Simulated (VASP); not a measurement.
Set up this calculation in VASP 6.6.1, as the native input.

```
Task                   : relaxation of cell and atoms
Functional             : PBE
Potentials or basis    : VASP PAW PBE potentials, release 64 (Pb_d, O)
Cutoff                 : 600 eV
k mesh                 : 12 × 12 × 12
Occupations            : gaussian, width 0.02 eV
Spin                   : no spin polarisation
Dipole correction      : no
Further INCAR settings : ALGO = Normal; EDIFF = 1e-06; IBRION = 2; EDIFFG = -0.01; NSW = 100; ISIF = 3
```

The structure of PbO lies in POSCAR:

```
PbO
1.0
    0.0000000000      2.8351342135      2.8351342135
    2.8351342135      0.0000000000      2.8351342135
    2.8351342135      2.8351342135      0.0000000000
Pb O
1 1
Direct
    0.0000000000      0.0000000000      0.0000000000
    0.2500000000      0.2500000000      0.2500000000
```

These files were run (other wordings do the same):

INCAR

```
  ALGO = Normal
  EDIFF = 1E-6
  EDIFFG = -0.01
  ENCUT = 600
  GGA = PE
  IBRION = 2
  ISIF = 3
  ISMEAR = 0
  LASPH = T
  LCHARG = F
  LREAL = F
  LWAVE = F
  NELM = 60
  NSW = 100
  PREC = Accurate
  SIGMA = 0.02
```

KPOINTS

```
k-points
0
Gamma
  12 12 12
```

Potentials or basis: VASP PAW PBE potentials, release 64 (Pb_d, O).

Command:

```sh
$ cat potpaw_PBE.64/Pb_d/POTCAR potpaw_PBE.64/O/POTCAR > POTCAR
$ mpirun -np 1 vasp_std > vasp.out
```

It gave:

| Quantity | Value |
| --- | --- |
| Relaxed volume | 22.67 Å³/atom |
| Relaxed cell | a = 4.003 Å, b = 4.003 Å, c = 4.003 Å, α = 60.00°, β = 60.00°, γ = 60.00° |
| Space group after relaxing (to 0.1 Å) | F-43m (No. 216) |
| Energy gained by relaxing | 0.1 meV/atom |
| Ionic steps | 2 |
| Pressure after relaxing | 0.1 GPa |
| Band gap on the k mesh | 0.52 eV (least direct gap 0.70 eV) |

Caveat: spin-orbit coupling is left out, which moves the levels of the heavy elements.

It took 40 s on 1 thread of Intel(R) Xeon(R) 6975P-C (Granite Rapids) (shared host), peak memory 0.22 GiB.
